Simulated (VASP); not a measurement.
Here is a VASP 6.6.1 calculation.

INCAR

```
  ALGO = Normal
  EDIFF = 1E-6
  ENCUT = 520
  GGA = PS
  ISIF = 2
  ISMEAR = 0
  LASPH = T
  LCHARG = F
  LREAL = F
  LWAVE = F
  NBANDS = 12
  NELM = 80
  PREC = Accurate
  SIGMA = 0.01
```

KPOINTS

```
k-points
0
Gamma
  12 12 12
```

File POSCAR:

```
LiF
1.0
    0.0000000000      2.0039699822      2.0039699822
    2.0039699822      0.0000000000      2.0039699822
    2.0039699822      2.0039699822      0.0000000000
Li F
1 1
Direct
    0.0000000000      0.0000000000      0.0000000000
    0.5000000000      0.5000000000      0.5000000000
```

Potentials or basis: VASP PAW PBE potentials, release 64 (Li_sv, F).

The run is started by

```sh
$ cat potpaw_PBE.64/Li_sv/POTCAR potpaw_PBE.64/F/POTCAR > POTCAR
$ mpirun -np 1 vasp_std > vasp.out
```

(1) What does it give for the band gap on the k mesh?

Answers

(1) 9.06 eV, direct.
